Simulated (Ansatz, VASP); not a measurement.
## TiCo in VASP and in Ansatz

The input INCAR:

```
PREC = Accurate
ENCUT = 520
EDIFF = 1E-7
ISMEAR = -1
SIGMA = 0.03
LREAL = F
LASPH = T
NELM = 150
ALGO = Normal
ISIF = 2
LWAVE = F
LCHARG = T
ISPIN = 2
MAGMOM = 0 0 1 1
LORBIT = 11
LMAXMIX = 4
GGA = PE
LELF = T
LVHAR = T
NBANDS = 33
```

The input KPOINTS:

```
Automatic mesh
0
Gamma
  12 12 12
```

File POSCAR:

```
TiCo
1.0
    2.9861109900      2.9861109900      0.0000000000
    2.9861109900      0.0000000000      2.9861109900
    2.9861109900      0.0000000000     -2.9861109900
Ti Co
2 2
Direct
    0.0000000000      0.0000000000      0.0000000000
    0.0000000000      0.5000000000      0.5000000000
    0.5000000000      0.2500000000      0.7500000000
    0.5000000000      0.7500000000      0.2500000000
```

Input for Ansatz:

```yaml
crystal:
  lattice:
    - [2.98611099, 2.98611099, 0.0]
    - [2.98611099, 0.0, 2.98611099]
    - [2.98611099, 0.0, -2.98611099]
  atoms:
    - { symbol: Ti, position: [0.0, 0.0, 0.0] }
    - { symbol: Ti, position: [0.0, 0.5, 0.5] }
    - { symbol: Co, position: [0.5, 0.25, 0.75], spin: 1.0 }
    - { symbol: Co, position: [0.5, 0.75, 0.25], spin: 1.0 }
magnetization:
  spin_polarized: true
kpoints:
  mp_grid: { grid: [12, 12, 12] }
scf:
  occupations: { method: fermi_dirac, width: 0.03 }
  lower_state_search: "off"
hamiltonian:
  xc: pbe
  pseudopotentials: { kind: all_electron, datasets: crystal }
output:
  forces: true
  stress: true
  eigenvalues: true
```

Alike in both runs: task single point; functional PBE; k mesh 12 × 12 × 12; occupations fermi-dirac, width 0.03 eV; collinear spin.

|  | VASP | Ansatz |
| --- | --- | --- |
| version | VASP 6.6.1 | Ansatz 0.2.0 |
| potentials or method | VASP PAW PBE potentials, release 64 (Ti_sv, Co), cutoff 520 eV | all-electron PAW with datasets made for the crystal, scalar-relativistic |

```tsv
	VASP	Ansatz	Ansatz less VASP
pressure (GPa)	-0.6	-0.1	+0.50
net moment per atom (μB)	0.44	0.45	+0.006
size of the moment on the site where the two differ most (μB)	0.96	1.00	+0.039
```

Site moments also hang on the region over which each program counts them. Ansatz ran all-electron here, and VASP with PAW potentials.
